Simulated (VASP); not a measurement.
# VH (Fm-3m) in VASP: a series of runs, part 2 of 3

VASP 6.6.1. Earlier steps stand in the parts before.

### 3 Electric field gradients, r2SCAN (5.68 Å³/atom)

This run uses another cell than the first one, of 5.68 Å³/atom.

Input file POSCAR:

```
VH
1.0
    0.0000000000      1.7841885347      1.7841885347
    1.7841885347      0.0000000000      1.7841885347
    1.7841885347      1.7841885347      0.0000000000
V H
1 1
Direct
    0.0000000000      0.0000000000      0.0000000000
    0.5000000000      0.5000000000      0.5000000000
```

Input file INCAR.step1:

```
SYSTEM = VH
ALGO     = Normal         ! electronic algorithm
EDIFF    = 1E-4           ! SCF threshold, eV
ENCUT    = 520            ! plane-wave cutoff, eV
GGA      = PE             ! functional
ISMEAR   = -1             ! smearing method
LASPH    = .True.         ! aspherical terms in the spheres
LCHARG   = .False.        ! write CHGCAR
LREAL    = .False.        ! projectors in reciprocal space
LWAVE    = .True.         ! write WAVECAR
NBANDS   = 14             ! bands
NELM     = 100            ! most SCF steps
PREC     = Accurate       ! precision mode
SIGMA    = 0.05           ! smearing width, eV
```

Input file INCAR.step2:

```
SYSTEM = VH
ALGO     = Normal         ! electronic algorithm
EDIFF    = 1E-8           ! SCF threshold, eV
ENCUT    = 520            ! plane-wave cutoff, eV
ISIF     = 2              ! what is computed and relaxed
ISMEAR   = -1             ! smearing method
ISTART   = 1            
LASPH    = .True.         ! aspherical terms in the spheres
LCHARG   = .False.        ! write CHGCAR
LEFG     = .True.       
LMIXTAU  = .True.       
LREAL    = .False.        ! projectors in reciprocal space
LWAVE    = .False.        ! write WAVECAR
METAGGA  = R2SCAN         ! meta-GGA
NBANDS   = 14             ! bands
NELM     = 100            ! most SCF steps
PREC     = Accurate       ! precision mode
SIGMA    = 0.05           ! smearing width, eV
```

Input file KPOINTS:

```
k-points
0
Gamma
  16 16 16
  0 0 0
```

Potentials or basis: VASP PAW PBE potentials, release 64 (V_sv, H).

Command:

```bash
> cat potpaw_PBE.64/V_sv/POTCAR potpaw_PBE.64/H/POTCAR > POTCAR
> cp INCAR.step1 INCAR
> mpirun -np 1 vasp_std > vasp.out
> cp INCAR.step2 INCAR
> mpirun -np 1 vasp_std > vasp.out
```

OUTCAR:

```text
SYSTEM = VH
   EDIFF = 1E-8
   ENCUT = 520
   ISIF = 2
   ISMEAR = -1
   ISTART = 1
   LASPH = .True.
   LREAL = .False.
   METAGGA = R2SCAN
   NELM = 100
   PREC = Accurate

 ion  position               nearest neighbor table
   1  0.000  0.000  0.000-   2 1.78   2 1.78   2 1.78   2 1.78   2 1.78   2 1.78
   2  0.500  0.500  0.500-   1 1.78   1 1.78   1 1.78   1 1.78   1 1.78   1 1.78

  LATTYP: Found a face centered cubic cell.
 ALAT       =     3.5683770694

  Lattice vectors:

 A1 = (   0.0000000000,   1.7841885347,   1.7841885347)
 A2 = (   1.7841885347,   0.0000000000,   1.7841885347)
 A3 = (   1.7841885347,   1.7841885347,   0.0000000000)

Analysis of symmetry for initial positions (statically):
=====================================================================
 Subroutine PRICEL returns:
 Original cell was already a primitive cell.

 Routine SETGRP: Setting up the symmetry group for a
 face centered cubic supercell.

 Subroutine GETGRP returns: Found 48 space group operations
 (whereof 48 operations were pure point group operations)
 out of a pool of 48 trial point group operations.

The static configuration has the point symmetry O_h .

Analysis of symmetry for dynamics (positions and initial velocities):
=====================================================================
 Subroutine PRICEL returns:
 Original cell was already a primitive cell.

 Routine SETGRP: Setting up the symmetry group for a
 face centered cubic supercell.

 Subroutine GETGRP returns: Found 48 space group operations
 (whereof 48 operations were pure point group operations)
 out of a pool of 48 trial point group operations.

The dynamic configuration has the point symmetry O_h .

 Subroutine INISYM returns: Found 48 space group operations
 (whereof 48 operations are pure point group operations),
 and found     1 'primitive' translations

----------------------------------------------------------------------------------------

                                     Primitive cell

  volume of cell :      11.3593

  direct lattice vectors                    reciprocal lattice vectors
     0.000000000  1.784188535  1.784188535    -0.280239442  0.280239442  0.280239442
     1.784188535  0.000000000  1.784188535     0.280239442 -0.280239442  0.280239442
     1.784188535  1.784188535  0.000000000     0.280239442  0.280239442 -0.280239442

  length of vectors
     2.523223624  2.523223624  2.523223624     0.485388952  0.485388952  0.485388952

  position of ions in fractional coordinates (direct lattice)
     0.000000000  0.000000000  0.000000000
     0.500000000  0.500000000  0.500000000

  ion indices of the primitive-cell ions
   primitive index   ion index
                 1           1
                 2           2

----------------------------------------------------------------------------------------

 KPOINTS: k-points

Automatic generation of k-mesh.
 Grid dimensions read from file:
 generate k-points for:   16   16   16

 Generating k-lattice:

[... 80 lines left out ...]
     AMIX     =   0.40;   BMIX     =  1.00
     AMIX_MAG =   1.60;   BMIX_MAG =  1.00
  volume/ion in A,a.u.               =       5.68        38.33
  Fermi-wavevector in a.u.,A,eV,Ry     =   1.755228  3.316899 41.917153  3.080824
  Thomas-Fermi vector in A             =   2.825014
   LORBIT       =      0    0 simple, 1 ext, 2 COOP (PROOUT), +10 PAW based schemes
   METAGGA = R2SCAN    functional components
   LHFCALC =     F    Hartree Fock is set to
   AEXX    =    0.0000 exact exchange contribution
   IVDW    =     0    specifies the selected vdW correction
   LEPSILON=     F    determine dielectric tensor
   LRPA    =     F    only Hartree local field effects (RPA)
 non-spin polarized calculation
  energy-cutoff  :      520.00
  volume of cell :       11.36
 maximum number of plane-waves:       331
   NGX =  9   NGY =  9   NGZ =  9

 number of electron      14.0000007 magnetization

 Free energy of the ion-electron system (eV)
  ---------------------------------------------------
  ext. energy  EPLUGINS =         0.00000000
  ---------------------------------------------------
  free energy    TOTEN  =       -16.97921549 eV

  energy without entropy =      -16.96874638  energy(sigma->0) =      -16.97398094

 E-fermi :  13.9903     XC(G=0): -15.8865

 val. band max:       13.9718178125   @ k =   0.2500   0.0000   0.0000
 cond. band min:      14.0062264380   @ k =  -0.2500   0.0625   0.0000
 fundamental gap:      0.0344086255
 Fermi energy:        13.9902945918

 k-point     1 :       0.0000    0.0000    0.0000
  band No.  band energies     occupation
      1     -52.6269      2.00000
      2     -24.4266      2.00000
      3     -24.4265      2.00000
      4     -24.4265      2.00000
      5       1.2727      2.00000
      6      13.6867      1.99540
      7      13.6867      1.99540
      8      13.6867      1.99540
      9      16.3052      0.00000
     10      16.3052      0.00000
     11      30.5513      0.00000
     12      32.3917      0.00000
     13      36.0750      0.00000
     14      36.0751      0.00000
[... 377 lines left out ...]
      1     -52.5874      2.00000
      2     -24.6006      2.00000
      3     -24.4720      2.00000
      4     -24.4352      2.00000
      5       1.7250      2.00000
      6      13.3441      2.00000
      7      13.8626      1.85555
      8      13.8658      1.84699
      9      15.9853      0.00000
     10      16.2937      0.00000
     11      28.5135      0.00000
     12      32.9163      0.00000
     13      36.0513      0.00000
     14      36.9256      0.00000

 [... further k-points ...]

------------------------ aborting loop because EDIFF is reached ----------------------------------------

  FORCE on cell =-STRESS in cart. coord.  units (eV):
  Direction    XX          YY          ZZ          XY          YZ          ZX
  --------------------------------------------------------------------------------------
  -------------------------------------------------------------------------------------
  Total        7.4956429      7.4956429      7.4956429      0.0000000     -0.0000000      0.0000000
  in kB     1057.2245544   1057.2245544   1057.2245544      0.0000000     -0.0000000      0.0000000
  external PRESSURE =    1057.2245544 kB  Pullay stress =       0.0000000 kB

 VOLUME and BASIS-vectors are now :
 -----------------------------------------------------------------------------
  energy-cutoff  :      520.00
  volume of cell :       11.36
      direct lattice vectors                 reciprocal lattice vectors
     0.000000000  1.784188535  1.784188535    -0.280239442  0.280239442  0.280239442
     1.784188535  0.000000000  1.784188535     0.280239442 -0.280239442  0.280239442
     1.784188535  1.784188535  0.000000000     0.280239442  0.280239442 -0.280239442

 POSITION                                       TOTAL-FORCE (eV/Angst)
 -----------------------------------------------------------------------------------
      0.00000      0.00000      0.00000         0.000000      0.000000     -0.000000
      1.78419      1.78419      1.78419        -0.000000      0.000000      0.000000
 -----------------------------------------------------------------------------------
    total drift:                               -0.000000     -0.000000     -0.000000

  FREE ENERGIE OF THE ION-ELECTRON SYSTEM (eV)
  ---------------------------------------------------
  free  energy   TOTEN  =       -16.9792154924 eV

  energy  without entropy=      -16.9687463824  energy(sigma->0) =      -16.97398094

 Electric field gradients (V/A^2)
---------------------------------------------------------------------
 ion       V_xx      V_yy      V_zz      V_xy      V_xz      V_yz
---------------------------------------------------------------------
   1       0.000    -0.000     0.000    -0.001    -0.001    -0.001
   2      -0.000    -0.000    -0.000     0.001     0.001     0.001
---------------------------------------------------------------------

 Electric field gradients after diagonalization (V/A^2)
 (convention: |V_zz| > |V_xx| > |V_yy|)
----------------------------------------------------------------------
 ion       V_xx      V_yy      V_zz     asymmetry (V_yy - V_xx)/ V_zz
----------------------------------------------------------------------
   1       0.001     0.001    -0.003       0.000
   2      -0.001    -0.001     0.001       0.000
----------------------------------------------------------------------

           NMR quadrupolar parameters

 Cq : quadrupolar parameter    Cq=e*Q*V_zz/h
 eta: asymmetry parameters     (V_yy - V_xx)/ V_zz
 Q  : nuclear electric quadrupole moment in mb (millibarn)
----------------------------------------------------------------------
 ion       Cq(MHz)       eta       Q (mb)
----------------------------------------------------------------------
   1      -0.000       0.000       1.000
   2       0.000       0.000       1.000
----------------------------------------------------------------------
```

Run time: 66 s. Hardware: 1 thread of AMD EPYC 9R45 (Zen 5), shared host; peak memory 0.12 GiB.

Results:

```yaml
Free_energy: -16.9792 eV
Pressure: 105.7 GPa
Band_gap_on_the_k_mesh: zero (bands 7 and 8 overlap by 3.87 eV)
Largest_electric_field_gradient_by_atom: zero within the noise of the run
```

Caveat: the cell stands under pressure; the PAW data sets were made with another functional, which shifts forces and pressure a little.

### 4 Electric field gradients, r2SCAN (6.06 Å³/atom)

This run uses another cell than the first one, of 6.06 Å³/atom.

Input file POSCAR:

```
VH
1.0
    0.0000000000      1.8229873378      1.8229873378
    1.8229873378      0.0000000000      1.8229873378
    1.8229873378      1.8229873378      0.0000000000
V H
1 1
Direct
    0.0000000000      0.0000000000      0.0000000000
    0.5000000000      0.5000000000      0.5000000000
```

Input file INCAR.step1:

```
ALGO     = Normal         # electronic algorithm
EDIFF    = 1E-4           # SCF threshold, eV
ENCUT    = 520            # plane-wave cutoff, eV
GGA      = PE             # functional
ISMEAR   = -1             # smearing method
LASPH    = True           # aspherical terms in the spheres
LCHARG   = False          # write CHGCAR
LREAL    = False          # projectors in reciprocal space
LWAVE    = True           # write WAVECAR
NBANDS   = 14             # bands
NELM     = 100            # most SCF steps
PREC     = Accurate       # precision mode
SIGMA    = 0.05           # smearing width, eV
```

Input file INCAR.step2:

```
ALGO     = Normal         # electronic algorithm
EDIFF    = 1E-8           # SCF threshold, eV
ENCUT    = 520            # plane-wave cutoff, eV
ISIF     = 2              # what is computed and relaxed
ISMEAR   = -1             # smearing method
ISTART   = 1            
LASPH    = True           # aspherical terms in the spheres
LCHARG   = False          # write CHGCAR
LEFG     = True         
LMIXTAU  = True         
LREAL    = False          # projectors in reciprocal space
LWAVE    = False          # write WAVECAR
METAGGA  = R2SCAN         # meta-GGA
NBANDS   = 14             # bands
NELM     = 100            # most SCF steps
PREC     = Accurate       # precision mode
SIGMA    = 0.05           # smearing width, eV
```

Input file KPOINTS:

```
k-points
0
Gamma
  16 16 16
```

Potentials or basis: VASP PAW PBE potentials, release 64 (V_sv, H).

Command:

```bash
> cat potpaw_PBE.64/V_sv/POTCAR potpaw_PBE.64/H/POTCAR > POTCAR
> cp INCAR.step1 INCAR
> mpirun -np 1 vasp_std > vasp.out
> cp INCAR.step2 INCAR
> mpirun -np 1 vasp_std > vasp.out
```

OUTCAR:

```text
EDIFF = 1E-8
   ENCUT = 520
   ISIF = 2
   ISMEAR = -1
   ISTART = 1
   LASPH = True
   LREAL = False
   METAGGA = R2SCAN
   NELM = 100
   PREC = Accurate

 ion  position               nearest neighbor table
   1  0.000  0.000  0.000-   2 1.82   2 1.82   2 1.82   2 1.82   2 1.82   2 1.82
   2  0.500  0.500  0.500-   1 1.82   1 1.82   1 1.82   1 1.82   1 1.82   1 1.82

  LATTYP: Found a face centered cubic cell.
 ALAT       =     3.6459746756

  Lattice vectors:

 A1 = (   0.0000000000,   1.8229873378,   1.8229873378)
 A2 = (   1.8229873378,   0.0000000000,   1.8229873378)
 A3 = (   1.8229873378,   1.8229873378,   0.0000000000)

Analysis of symmetry for initial positions (statically):
=====================================================================
 Subroutine PRICEL returns:
 Original cell was already a primitive cell.

 Routine SETGRP: Setting up the symmetry group for a
 face centered cubic supercell.

 Subroutine GETGRP returns: Found 48 space group operations
 (whereof 48 operations were pure point group operations)
 out of a pool of 48 trial point group operations.
[... 595 lines left out ...]
     1.822987338  0.000000000  1.822987338     0.274275081 -0.274275081  0.274275081
     1.822987338  1.822987338  0.000000000     0.274275081  0.274275081 -0.274275081

 POSITION                                       TOTAL-FORCE (eV/Angst)
 -----------------------------------------------------------------------------------
      0.00000      0.00000      0.00000        -0.000000      0.000000     -0.000000
      1.82299      1.82299      1.82299         0.000000     -0.000000      0.000000
 -----------------------------------------------------------------------------------
    total drift:                               -0.000000     -0.000000     -0.000000

  FREE ENERGIE OF THE ION-ELECTRON SYSTEM (eV)
  ---------------------------------------------------
  free  energy   TOTEN  =       -17.3980462255 eV

  energy  without entropy=      -17.3867125361  energy(sigma->0) =      -17.39237938

 Electric field gradients (V/A^2)
---------------------------------------------------------------------
 ion       V_xx      V_yy      V_zz      V_xy      V_xz      V_yz
---------------------------------------------------------------------
   1      -0.000     0.000     0.000    -0.001    -0.001    -0.001
   2      -0.000    -0.000     0.000    -0.000    -0.000    -0.000
---------------------------------------------------------------------

 Electric field gradients after diagonalization (V/A^2)
 (convention: |V_zz| > |V_xx| > |V_yy|)
----------------------------------------------------------------------
 ion       V_xx      V_yy      V_zz     asymmetry (V_yy - V_xx)/ V_zz
----------------------------------------------------------------------
   1       0.001     0.001    -0.001       0.000
   2       0.000     0.000    -0.000       0.000
----------------------------------------------------------------------

           NMR quadrupolar parameters

 Cq : quadrupolar parameter    Cq=e*Q*V_zz/h
 eta: asymmetry parameters     (V_yy - V_xx)/ V_zz
 Q  : nuclear electric quadrupole moment in mb (millibarn)
----------------------------------------------------------------------
 ion       Cq(MHz)       eta       Q (mb)
----------------------------------------------------------------------
   1      -0.000       0.000       1.000
   2      -0.000       0.000       1.000
----------------------------------------------------------------------
```

OSZICAR.step1:

```text
N       E                     dE             d eps       ncg     rms          rms(c)
DAV:   1     0.950710537343E+02    0.95071E+02   -0.75129E+03  4076   0.117E+03
DAV:   2    -0.122143436778E+02   -0.10729E+03   -0.10306E+03  4276   0.321E+02
DAV:   3    -0.137072024781E+02   -0.14929E+01   -0.14903E+01  4594   0.424E+01
DAV:   4    -0.137124956414E+02   -0.52932E-02   -0.52931E-02  4576   0.268E+00
DAV:   5    -0.137125403816E+02   -0.44740E-04   -0.44739E-04  4516   0.230E-01    0.306E+01
DAV:   6    -0.121319757466E+02    0.15806E+01   -0.21843E+00  4228   0.273E+01    0.683E+00
DAV:   7    -0.120843966842E+02    0.47579E-01   -0.84636E-02  4192   0.266E+00    0.310E+00
DAV:   8    -0.120748099138E+02    0.95868E-02   -0.19361E-02  4612   0.174E+00    0.596E-01
DAV:   9    -0.120747800454E+02    0.29868E-04   -0.31649E-04  4282   0.234E-01
   1 F= -.12074780E+02 E0= -.12068717E+02  d E =-.121260E-01
```

Run time: 66 s. Hardware: 1 thread of AMD EPYC 9R45 (Zen 5), shared host; peak memory 0.12 GiB.

Results:

* Free energy: -17.3980 eV
* Pressure: 72.5 GPa
* Band gap on the k mesh: zero (bands 7 and 8 overlap by 3.31 eV)
* Largest electric field gradient by atom: zero within the noise of the run

Caveat: the cell stands under pressure; the PAW data sets were made with another functional, which shifts forces and pressure a little.

(Continued in part 3 of 3.)
